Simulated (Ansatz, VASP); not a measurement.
## AlH8: VASP beside Ansatz

Contents of INCAR:

```
  ALGO = Normal
  EDIFF = 1E-7
  EDIFFG = -0.01
  ENCUT = 600
  GGA = PE
  IBRION = 2
  ISIF = 3
  ISMEAR = 0
  LASPH = T
  LCHARG = F
  LREAL = F
  LWAVE = F
  NELM = 100
  NSW = 100
  PREC = Accurate
  SIGMA = 0.1
```

The input KPOINTS:

```
k-points
0
Gamma
  9 9 6
```

POSCAR

```
AlH8
1.0
    6.3669683523      0.0000000000      0.0000000000
   -3.1834841761      5.5139563381      0.0000000000
    0.0000000000      0.0000000000      5.8184711574
Al H
1 8
Direct
    0.0000000000      0.0000000000      0.5000000000
    0.8552255015      0.1447744985      0.5000000000
    0.8552255015      0.7104510029      0.5000000000
    0.2895489971      0.1447744985      0.5000000000
    0.0000000000      0.0000000000      0.9356141250
    0.0000000000      0.0000000000      0.0643858750
    0.6666666667      0.3333333333      0.0000000000
    0.3333333333      0.6666666667      0.4356285675
    0.3333333333      0.6666666667      0.5643714325
```

Input for Ansatz:

```yaml
crystal:
  lattice:
    - [6.3669683523, 0.0, 0.0]
    - [-3.1834841761, 5.5139563381, 0.0]
    - [0.0, 0.0, 5.8184711574]
  atoms:
    - { symbol: Al, position: [0.0, 0.0, 0.5] }
    - { symbol: H, position: [0.8552255015, 0.1447744985, 0.5] }
    - { symbol: H, position: [0.8552255015, 0.7104510029, 0.5] }
    - { symbol: H, position: [0.2895489971, 0.1447744985, 0.5] }
    - { symbol: H, position: [0.0, 0.0, 0.935614125] }
    - { symbol: H, position: [0.0, 0.0, 0.064385875] }
    - { symbol: H, position: [0.6666666667, 0.3333333333, 0.0] }
    - { symbol: H, position: [0.3333333333, 0.6666666667, 0.4356285675] }
    - { symbol: H, position: [0.3333333333, 0.6666666667, 0.5643714325] }
basis:
  ecutwfc: 420
kpoints:
  mp_grid: { grid: [9, 9, 6] }
hamiltonian:
  xc: pbe
scf:
  occupations: { method: gaussian, width: 0.1 }
output:
  forces: true
  stress: true
  eigenvalues: true
relax:
  adjacent_minimum: "off"
  f_tol: 0.01
  max_steps: 80
  cell: { stress_tol: 0.05 }
```

Alike in both runs: task relaxation of cell and atoms; functional PBE; k mesh 9 × 9 × 6; occupations gaussian, width 0.1 eV; no spin polarisation.

|  | VASP | Ansatz |
| --- | --- | --- |
| version | VASP 6.6.1 | Ansatz 0.2.0 |
| potentials or method | VASP PAW PBE potentials, release 64 (Al, H), cutoff 600 eV | scalar-relativistic, plane waves, PAW |
| valence electrons in the cell | 11 | 11 |

```tsv
	VASP	Ansatz	Ansatz less VASP
gap on the k mesh at the Fermi level, each at its own relaxed structure (eV)	none	none	-
relaxed volume (Å³/atom)	22.70	22.70	+0.001
relaxed cell length with the largest relative difference (Å)	5.818	5.818	+0.0001
```

A gap of «none» marks a metal or a gap that the smearing closes.
